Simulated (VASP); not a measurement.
# WC in VASP: further runs, part 2 of 2

VASP 6.6.1. The steps go on from the part before.

## (3) Single point, PBEsol

This run uses another cell than the first one: it holds 10 atoms, not 6.

Input file INCAR:

```
PREC     = Accurate       # precision mode
ENCUT    = 520            # plane-wave cutoff, eV
EDIFF    = 1E-6           # SCF threshold, eV
ISMEAR   = 0              # smearing method
SIGMA    = 0.1            # smearing width, eV
LREAL    = False          # projectors in reciprocal space
LASPH    = True           # aspherical terms in the spheres
NELM     = 100            # most SCF steps
ALGO     = Normal         # electronic algorithm
ISIF     = 2              # what is computed and relaxed
LWAVE    = False          # write WAVECAR
LCHARG   = False          # write CHGCAR
LDIPOL   = True         
IDIPOL   = 3            
DIPOL    = 0.5 0.5 0.500
GGA      = PS             # functional
NBANDS   = 56             # bands
```

Input file KPOINTS:

```
Automatic mesh
0
Gamma
  12 12 1
```

Input file POSCAR:

```
WC
1.0
    2.8276119033      0.0000000000      0.0000000000
    0.0000000000      2.8984136668      0.0000000000
    0.0000000000      0.0000000000     25.8770994200
C W
5 5
Direct
    0.5000000000      0.0000000000      0.2898315564
    0.5000000000      0.5000000000      0.3868323765
    0.5000000000      0.0000000000      0.4838331966
    0.5000000000      0.5000000000      0.5808340168
    0.5000000000      0.0000000000      0.6778348369
    0.0000000000      0.5000000000      0.3221651631
    0.0000000000      0.0000000000      0.4191659832
    0.0000000000      0.5000000000      0.5161668034
    0.0000000000      0.0000000000      0.6131676235
    0.0000000000      0.5000000000      0.7101684436
```

Potentials or basis: VASP PAW PBE potentials, release 64 (C, W_sv).

Command:

```console
$ cat potpaw_PBE.64/C/POTCAR potpaw_PBE.64/W_sv/POTCAR > POTCAR
$ mpirun -np 1 vasp_std > vasp.out
```

OUTCAR:

```text
PREC = Accurate
   ENCUT = 520
   EDIFF = 1E-6
   ISMEAR = 0
   LREAL = False
   LASPH = True
   NELM = 100
   ISIF = 2
   GGA = PS

 ion  position               nearest neighbor table
   1  0.500  0.000  0.290-   6 2.19   6 2.19   6 2.19   6 2.19
   2  0.500  0.500  0.387-   6 2.19   6 2.19   7 2.19   7 2.19   7 2.19   7 2.19
   3  0.500  0.000  0.484-   7 2.19   7 2.19   8 2.19   8 2.19   8 2.19   8 2.19
   4  0.500  0.500  0.581-   8 2.19   8 2.19   9 2.19   9 2.19   9 2.19   9 2.19
   5  0.500  0.000  0.678-   9 2.19   9 2.19  10 2.19  10 2.19  10 2.19  10 2.19
   6  0.000  0.500  0.322-   2 2.19   2 2.19   1 2.19   1 2.19   1 2.19   1 2.19   7 2.90   7 2.90

   7  0.000  0.000  0.419-   3 2.19   3 2.19   2 2.19   2 2.19   2 2.19   2 2.19   6 2.90   6 2.90
                             8 2.90   8 2.90
   8  0.000  0.500  0.516-   4 2.19   4 2.19   3 2.19   3 2.19   3 2.19   3 2.19   9 2.90   9 2.90
                             7 2.90   7 2.90
   9  0.000  0.000  0.613-   5 2.19   5 2.19   4 2.19   4 2.19   4 2.19   4 2.19  10 2.90  10 2.90
                             8 2.90   8 2.90
  10  0.000  0.500  0.710-   5 2.19   5 2.19   5 2.19   5 2.19   9 2.90   9 2.90

  LATTYP: Found a simple orthorhombic cell.
 ALAT       =     2.8276119033
 B/A-ratio  =     1.0250394205
 C/A-ratio  =     9.1515739447
[... 1628 lines left out ...]

 vacuum level on the upper side and lower side of the slab       (xc-potential included)        -0.386         0.161

  FORCE on cell =-STRESS in cart. coord.  units (eV):
  Direction    XX          YY          ZZ          XY          YZ          ZX
  --------------------------------------------------------------------------------------
  -------------------------------------------------------------------------------------
  Total       -5.2386030     -5.1492924     -2.9586763      0.0000000      0.0000000      0.0000000
  in kB      -39.5758548    -38.9011442    -22.3517878      0.0000000      0.0000000      0.0000000
  external PRESSURE =     -33.6095956 kB  Pullay stress =       0.0000000 kB

 VOLUME and BASIS-vectors are now :
 -----------------------------------------------------------------------------
  energy-cutoff  :      520.00
  volume of cell :      212.08
      direct lattice vectors                 reciprocal lattice vectors
     2.827611903  0.000000000  0.000000000     0.353655323  0.000000000  0.000000000
     0.000000000  2.898413667  0.000000000     0.000000000  0.345016314  0.000000000
     0.000000000  0.000000000 25.877099420     0.000000000  0.000000000  0.038644208

 POSITION                                       TOTAL-FORCE (eV/Angst)
 -----------------------------------------------------------------------------------
      1.41381      0.00000      7.50000         0.000000      0.000000      2.585650
      1.41381      1.44921     10.01010         0.000000      0.000000     -0.096674
      1.41381      0.00000     12.52020         0.000000      0.000000      0.067171
      1.41381      1.44921     15.03030         0.000000      0.000000      0.023063
      1.41381      0.00000     17.54040         0.000000      0.000000      0.437684
      0.00000      1.44921      8.33670         0.000000      0.000000     -2.603940
      0.00000      0.00000     10.84680         0.000000      0.000000      0.009846
      0.00000      1.44921     13.35690         0.000000      0.000000     -0.014831
      0.00000      0.00000     15.86700         0.000000      0.000000      0.351163
      0.00000      1.44921     18.37710         0.000000      0.000000     -0.759132
 -----------------------------------------------------------------------------------
    total drift:                               -0.000000      0.000000     -0.000153

  FREE ENERGIE OF THE ION-ELECTRON SYSTEM (eV)
  ---------------------------------------------------
  free  energy   TOTEN  =      -115.0808281875 eV

  energy  without entropy=     -115.0595514479  energy(sigma->0) =     -115.07018982

 vacuum level on the upper side and lower side of the slab         7.796         8.394
```

stdout:

```text
POSCAR found type information on POSCAR C W
 POSCAR found :  2 types and      10 ions
 scaLAPACK will be used
 -----------------------------------------------------------------------------
|                                                                             |
|                                                                             |
|     You enforced a specific xc type in the INCAR file but a different       |
|     I HOPE YOU KNOW WHAT YOU ARE DOING!                                     |
|                                                                             |
 -----------------------------------------------------------------------------

 LDA part: xc-table for (Slater+PW92), standard interpolation
 POSCAR, INCAR and KPOINTS ok, starting setup
 FFT: planning ... GRIDC
 FFT: planning ... GRID_SOFT
 FFT: planning ... GRID
 WAVECAR not read
 entering main loop
```

Run time: 24 min. Hardware: 1 thread of Intel Xeon Platinum 8259CL at 2.50GHz (Skylake/Cascade Lake), shared host; peak memory 0.59 GiB.

What came out:

| Item | Value |
| --- | --- |
| Free energy | -115.0808 eV |
| Largest force | 2.604 eV/Å |
| Band gap on the k mesh | zero (band 45 reaches 4.14 eV, above the bottom of band 46 at 1.93 eV) |

Forces on the atoms (eV/Å):
```
C    0.000  0.000  2.586
C    0.000  0.000 -0.097
C    0.000  0.000  0.067
C    0.000  0.000  0.023
C    0.000  0.000  0.438
W    0.000  0.000 -2.604
W    0.000  0.000  0.010
W    0.000  0.000 -0.015
W    0.000  0.000  0.351
W    0.000  0.000 -0.759
```

Levels at points of the mesh, in eV from the Fermi level:
```
           k point  band 41  band 42  band 43  band 44  band 45  band 46  band 47  band 48  band 49  band 50
(0.00, 0.00, 0.00)    -1.77    -0.93    -0.84    -0.83    -0.20     0.59     2.41     2.62     2.86     3.05
(0.50, 0.00, 0.00)    -1.44    -1.14    -0.84    -0.66    -0.32     0.43     0.53     0.73     1.62     2.18
(0.00, 0.50, 0.00)    -0.72    -0.50    -0.42    -0.18     0.40     0.46     1.42     1.48     1.72     1.95
(0.50, 0.50, 0.00)    -0.81    -0.46    -0.35     0.07     1.62     1.69     3.01     3.61     4.79     5.03
```

Caveat: the PAW data sets were made with another functional, which shifts forces and pressure a little; spin-orbit coupling is left out, which moves the levels of the heavy elements.
